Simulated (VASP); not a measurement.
# Ir: single point with PBEsol

Ir:

```
CELL_PARAMETERS angstrom
0.00000 1.90682 1.90682
1.90682 0.00000 1.90682
1.90682 1.90682 0.00000
ATOMIC_POSITIONS crystal
Ir 0.00000 0.00000 0.00000
```

This cell differs from its parent crystal: volume scaled by 0.98.

* Program: VASP 6.6.1
* Task: single point
* Functional: PBEsol
* Potentials or basis: VASP PAW PBE potentials, release 64 (Ir)
* Cutoff: 520 eV
* k mesh: 18 × 18 × 18
* Occupations: fermi-dirac, width 0.05 eV
* Spin: no spin polarisation

```yaml
Pressure: 6.4 GPa
```

Levels at points of the mesh, in eV from the Fermi level:
| k point | band 1 | band 2 | band 3 | band 4 | band 5 | band 6 | band 7 | band 8 |
| --- | --- | --- | --- | --- | --- | --- | --- | --- |
| (0.00, 0.00, 0.00) | -11.45 | -4.06 | -4.06 | -4.06 | -1.26 | -1.26 | 14.24 | 19.94 |
| (0.50, 0.00, 0.00) | -8.39 | -4.16 | -4.16 | -0.91 | 0.91 | 0.91 | 7.40 | 13.77 |
| (0.50, 0.50, 0.00) | -8.22 | -7.63 | 0.89 | 1.50 | 1.50 | 1.61 | 10.71 | 11.72 |

It took 22 s on 1 thread of Intel(R) Xeon(R) Platinum 8488C (Sapphire Rapids), on a shared host, peak memory 0.15 GiB.

Caveat: the PAW data sets were made with another functional, which shifts forces and pressure a little; spin-orbit coupling is left out, which moves the levels of the heavy elements.
